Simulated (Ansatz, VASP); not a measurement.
## One calculation of CsEu3, two programs

```xyz
4
Lattice="0.0000 4.8621 4.8621 4.8621 0.0000 4.8621 4.8621 4.8621 0.0000" Properties=species:S:1:pos:R:3 pbc="T T T"
Eu    4.8621    4.8621    4.8621
Eu    7.2931    7.2931    7.2931
Eu    2.4310    2.4310    2.4310
Cs    0.0000    0.0000    0.0000
```

Alike in both runs: task single point; functional PBE; k mesh 5 × 5 × 5; occupations fermi-dirac, width 0.05 eV; collinear spin.

|  | VASP | Ansatz |
| --- | --- | --- |
| version | VASP 6.6.1 | Ansatz 0.2.0 |
| potentials or method | VASP PAW PBE potentials, release 64 (Eu, Cs_sv) | Ansatz PAW |
| plane-wave cutoff (eV) | 520 | 420 |
| valence electrons in the cell | 60 | 60 |

|  | VASP | Ansatz | Ansatz less VASP |
| --- | --- | --- | --- |
| gap on the k mesh at the Fermi level (eV) | none | none | - |
| pressure (GPa) | -0.7 | -0.6 | +0.13 |
| net moment per atom (μB) | 5.66 | 5.68 | +0.019 |
| size of the moment on the site where the two differ most (μB) | 6.75 | 7.19 | +0.447 |

Site moments also hang on the region over which each program counts them. A gap of «none» marks a metal or a gap that the smearing closes.

Spin-orbit coupling is off throughout. Noted on VASP's run: too few bands were computed for a metal, which touches its energy and stress.
